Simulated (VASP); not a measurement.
Crystal: Al.

```
Al
1.0
     0.00000    2.02481    2.02481
     2.02481    0.00000    2.02481
     2.02481    2.02481    0.00000
Al
1
Direct
  0.00000 0.00000 0.00000
```

```yaml
Program: VASP 6.6.1
Task: relaxation of cell and atoms
Functional: PBE
Dispersion: D4
Potentials_or_basis: VASP PAW PBE potentials, release 64 (Al)
Cutoff: 600 eV
k_mesh: 14 × 14 × 14
Occupations: gaussian, width 0.1 eV
Spin: no spin polarisation
```

At the start: pressure -3.9 GPa; volume 16.60 Å³/atom.

Problem. How do energy, volume and symmetry change on relaxing?

Solution. Over 3 steps the energy falls by 10.6 meV/atom and the volume is 15.78 Å³/atom (-5.0 %); space group Fm-3m (No. 225, to 0.05 Å).

The path:
| step | energy change (eV) | largest force (eV/Å) | pressure (GPa) | volume (Å³) |
| --- | --- | --- | --- | --- |
| 1 | 0.0000 | 0.0000 | -3.93 | 16.60 |
| 2 | -0.0103 | 0.0000 | 0.76 | 15.64 |
| 3 | -0.0106 | 0.0000 | 0.01 | 15.78 |

Final structure:
```xyz
1
Lattice="0.0000 1.9907 1.9907 1.9907 0.0000 1.9907 1.9907 1.9907 0.0000" Properties=species:S:1:pos:R:3 pbc="T T T"
Al    0.0000    0.0000    0.0000
```

Caveat: pairwise dispersion overbinds metals, which lowers pressure and volume.
